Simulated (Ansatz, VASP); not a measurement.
# V in VASP and in Ansatz

INCAR

```
SYSTEM = V
PREC = Accurate
ENCUT = 520
EDIFF = 1E-7
ISMEAR = 0
SIGMA = 0.1
LREAL = .False.
LASPH = .True.
NELM = 80
ALGO = Fast
ISIF = 2
LWAVE = .False.
LCHARG = .False.
LDIPOL = .True.
IDIPOL = 3
DIPOL = 0.5 0.5 0.500
GGA = PE
NBANDS = 48
```

Contents of KPOINTS:

```
Automatic mesh
0
Gamma
  14 14 1
  0 0 0
```

The input POSCAR:

```
V
1.0
    2.5954952606      0.0000000000      0.0000000000
   -0.8651650869      2.4470563990      0.0000000000
    0.0000000000      0.0000000000     25.5960650303
V
6
Direct
    0.5000000000      0.5000000000      0.2930137891
    0.0000000000      0.0000000000      0.3758082734
    0.5000000000      0.5000000000      0.4586027578
    0.0000000000      0.0000000000      0.5413972422
    0.5000000000      0.5000000000      0.6241917266
    0.0000000000      0.0000000000      0.7069862109
```

Input for Ansatz:

```yaml
crystal:
  lattice:
    - [2.5954952606, 0.0, 0.0]
    - [-0.8651650869, 2.447056399, 0.0]
    - [0.0, 0.0, 25.5960650303]
  atoms:
    - { symbol: V, position: [0.5, 0.5, 0.2930137891] }
    - { symbol: V, position: [0.0, 0.0, 0.3758082734] }
    - { symbol: V, position: [0.5, 0.5, 0.4586027578] }
    - { symbol: V, position: [0.0, 0.0, 0.5413972422] }
    - { symbol: V, position: [0.5, 0.5, 0.6241917266] }
    - { symbol: V, position: [0.0, 0.0, 0.7069862109] }
basis:
  ecutwfc: 420
kpoints:
  mp_grid: { grid: [14, 14, 1] }
hamiltonian:
  xc: pbe
scf:
  occupations: { method: gaussian, width: 0.1 }
output:
  forces: true
  stress: true
  eigenvalues: true
  write_density: true
  write_potential: true
  elf: true
  volumetric_format: npy
efield:
  axis: 3
  dipole_correction: true
  ramp_width: 0.04
```

Alike in both runs: task single point; functional PBE; k mesh 14 × 14 × 1; occupations gaussian, width 0.1 eV; no spin polarisation.

|  | VASP | Ansatz |
| --- | --- | --- |
| version | VASP 6.6.1 | Ansatz 0.2.0 |
| potentials or method | VASP PAW PBE potentials, release 64 (V_sv), cutoff 520 eV | scalar-relativistic, plane waves, PAW |
| valence electrons in the cell | 78 | 78 |

Ansatz gave:

| Quantity | Value |
| --- | --- |
| gap on the k mesh at the Fermi level (eV) | none |
| rms of the force components (eV/Å) | 0.182 |

Question: Estimate VASP's values.

Answer: gap on the k mesh at the Fermi level (eV): none; rms of the force components (eV/Å): 0.179.

Atom by atom the forces differ by 0.004 eV/Å (rms over components). A gap of «none» marks a metal or a gap that the smearing closes. With one functional, cell and mesh, what is left measures potentials, basis and numerics. Ansatz's warnings: xc potential rough in thin density.
